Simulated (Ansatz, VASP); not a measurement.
## One calculation of NaF, two programs

```xyz
2
Lattice="0.0000 2.3233 2.4046 2.3233 0.0000 2.4046 2.3233 2.3233 0.0000" Properties=species:S:1:pos:R:3 pbc="T T T"
Na    0.0000    0.0000    0.0000
F     2.3233    2.3233    2.4046
```

Change from the starting cell: strain +0.0350 x Voigt [0, 0, 1, 0, 0, 0], atoms carried along.

Alike in both runs: task single point; functional PBEsol; k mesh 8 × 8 × 8; occupations gaussian, width 0.05 eV; no spin polarisation.

```csv
,VASP,Ansatz
version,VASP 6.6.1,Ansatz 0.2.0
potentials or method,"VASP PAW PBE potentials, release 64 (Na_pv, F), cutoff 520 eV","scalar-relativistic, plane waves, PAW"
valence electrons in the cell,14,16
```

|  | VASP | Ansatz | Ansatz less VASP |
| --- | --- | --- | --- |
| gap on the k mesh at the Fermi level (eV) | 5.94 | 5.96 | +0.020 |
| least direct gap on the mesh (eV) | 5.94 | 5.96 | +0.020 |
| pressure (GPa) | -2.0 | -1.9 | +0.12 |
| traceless stress, the component that is largest in VASP (GPa) | -1.35 | -1.29 | +0.060 |

VASP's potentials were made for PBE, not for PBEsol. With one functional, cell and mesh, what is left measures potentials, basis and numerics. VASP's potentials hold 14 valence electrons a cell and Ansatz's 16, so a difference there can come from the potentials and not from the codes.
